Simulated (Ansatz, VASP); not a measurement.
# Two plane-wave programs on HfO2

```xyz
6
Lattice="3.3340 0.0000 0.0000 0.0000 3.6043 0.0000 0.0000 0.0000 5.2640" Properties=species:S:1:pos:R:3 pbc="T T T"
Hf    1.6670    1.8022    2.6320
Hf    0.0000    0.0000    0.0000
O     0.0000    1.8022    3.6493
O     1.6670    0.0000    4.2467
O     1.6670    0.0000    1.6147
O     0.0000    1.8022    1.0173
```

Change from the starting cell: strain -0.0750 x Voigt [1, 0, 0, 0, 0, 0], atoms carried along.

Alike in both runs: task single point; functional PBE; k mesh 6 × 6 × 4; occupations gaussian, width 0.05 eV; no spin polarisation.

|  | VASP | Ansatz |
| --- | --- | --- |
| version | VASP 6.6.1 | Ansatz 0.2.0 |
| potentials or method | VASP PAW PBE potentials, release 64 (Hf_pv, O), cutoff 520 eV | scalar-relativistic, plane waves, PAW |
| valence electrons in the cell | 44 | 76 |

VASP gave:

* gap on the k mesh at the Fermi level (eV): 4.78
* least direct gap on the mesh (eV): 4.84
* pressure (GPa): 21.1
* traceless stress, the component that is largest in VASP (GPa): 19.47
* rms of the force components (eV/Å): 0.838

Task: Estimate Ansatz's values.

Result: gap on the k mesh at the Fermi level (eV): 4.79; least direct gap on the mesh (eV): 4.84; pressure (GPa): 24.6; traceless stress, the component that is largest in VASP (GPa): 19.48; rms of the force components (eV/Å): 0.848.

Atom by atom the forces differ by 0.024 eV/Å (rms over components). VASP's potentials hold 44 valence electrons a cell and Ansatz's 76, so a difference there can come from the potentials and not from the codes.

Spin-orbit coupling is off throughout.
